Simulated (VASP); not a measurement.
# Be24Cl: relaxation of the atoms with LDA

System: Be24Cl, a slab with vacuum.

```xyz
25
Lattice="4.4524 0.0000 0.0000 0.0000 7.0332 0.0000 0.0000 0.0000 19.7999" Properties=species:S:1:pos:R:3 pbc="T T T"
Be    0.0000    2.6374    4.0000
Be    0.0000    6.1540    4.0000
Be    2.2262    2.6374    4.0000
Be    2.2262    6.1540    4.0000
Be    1.1131    0.8791    4.6427
Be    1.1131    4.3957    4.6427
Be    3.3393    0.8791    4.6427
Be    3.3393    4.3957    4.6427
Be    1.1131    2.6374    5.9280
Be    1.1131    6.1540    5.9280
Be    3.3393    2.6374    5.9280
Be    3.3393    6.1540    5.9280
Be    0.0000    0.8791    6.4577
Be    0.0000    4.3957    6.4577
Be    2.2262    0.8791    6.4577
Be    2.2262    4.3957    6.4577
Be    0.0000    2.6374    7.8599
Be    0.0000    6.1540    7.8599
Be    2.2262    2.6374    7.8599
Be    2.2262    6.1540    7.8599
Be    1.1131    0.8791    8.2999
Be    1.1131    4.3957    8.2999
Be    3.3393    0.8791    8.2999
Be    3.3393    4.3957    8.2999
Cl    2.2262    2.1979   10.0012
```

```yaml
Program: VASP 6.6.1
Task: relaxation of the atoms
Functional: LDA
Potentials_or_basis: VASP PAW LDA potentials, release 64 (Be, Cl)
Cutoff: 520 eV
k_mesh: 6 × 4 × 1
Occupations: gaussian, width 0.1 eV
Spin: no spin polarisation
Dipole_correction: yes
Atoms_held_fixed_from_0: "[0, 1, 2, 3, 4, 5, 6, 7, 8, 9, 10, 11, 12, 13, 14, 15, 16, 17, 18, 19, 20, 21, 22, 23]"
Further_INCAR_settings: LREAL = Auto; ALGO = Normal; EDIFF = 1e-07; IBRION = 2; EDIFFG = -0.025; NSW = 36
Atoms_held_along_some_axes_from_0: atom 24 along a and b
```

```json
{
 "Energy gained by relaxing": "0.1 meV/atom",
 "Ionic steps": "3",
 "Band gap on the k mesh": "zero (an odd number of electrons rules out a gap without spin polarisation)"
}
```

Step by step:
```tsv
step	energy change (eV)	largest force on free atoms (eV/Å)	pressure (GPa)
1	0.0000	0.1440	-0.21
2	-0.0009	0.1115	-0.20
3	-0.0022	0.0118	-0.17
```

Final structure:
```xyz
25
Lattice="4.4524 0.0000 0.0000 0.0000 7.0332 0.0000 0.0000 0.0000 19.7999" Properties=species:S:1:pos:R:3 pbc="T T T"
Be    0.0000    2.6374    4.0000
Be    0.0000    6.1540    4.0000
Be    2.2262    2.6374    4.0000
Be    2.2262    6.1540    4.0000
Be    1.1131    0.8791    4.6427
Be    1.1131    4.3957    4.6427
Be    3.3393    0.8791    4.6427
Be    3.3393    4.3957    4.6427
Be    1.1131    2.6374    5.9280
Be    1.1131    6.1540    5.9280
Be    3.3393    2.6374    5.9280
Be    3.3393    6.1540    5.9280
Be    0.0000    0.8791    6.4577
Be    0.0000    4.3957    6.4577
Be    2.2262    0.8791    6.4577
Be    2.2262    4.3957    6.4577
Be    0.0000    2.6374    7.8599
Be    0.0000    6.1540    7.8599
Be    2.2262    2.6374    7.8599
Be    2.2262    6.1540    7.8599
Be    1.1131    0.8791    8.2999
Be    1.1131    4.3957    8.2999
Be    3.3393    0.8791    8.2999
Be    3.3393    4.3957    8.2999
Cl    2.2262    2.1979    9.9734
```

Levels at points of the mesh, in eV from the Fermi level:
| k point | band 25 | band 26 | band 27 | band 28 | band 29 | band 30 |
| --- | --- | --- | --- | --- | --- | --- |
| (0.00, 0.00, 0.00) | -1.30 | -1.05 | -0.06 | 0.00 | 0.32 | 0.75 |
| (0.50, 0.00, 0.00) | -0.69 | 0.04 | 0.66 | 0.66 | 1.25 | 1.40 |
| (0.00, 0.50, 0.00) | -1.16 | -1.03 | -1.00 | -0.64 | 0.12 | 0.38 |
| (0.50, 0.50, 0.00) | -0.60 | -0.43 | -0.01 | 0.30 | 0.37 | 0.43 |

Wall time 10 min on 4 MPI ranks on Intel(R) Xeon(R) Platinum 8175M CPU @ 2.50GHz (Skylake/Cascade Lake) (shared host), peak memory 0.61 GiB a rank.

Caveat: an odd number of electrons without spin polarisation forces a metal; a magnetic or distorted state may lie lower.
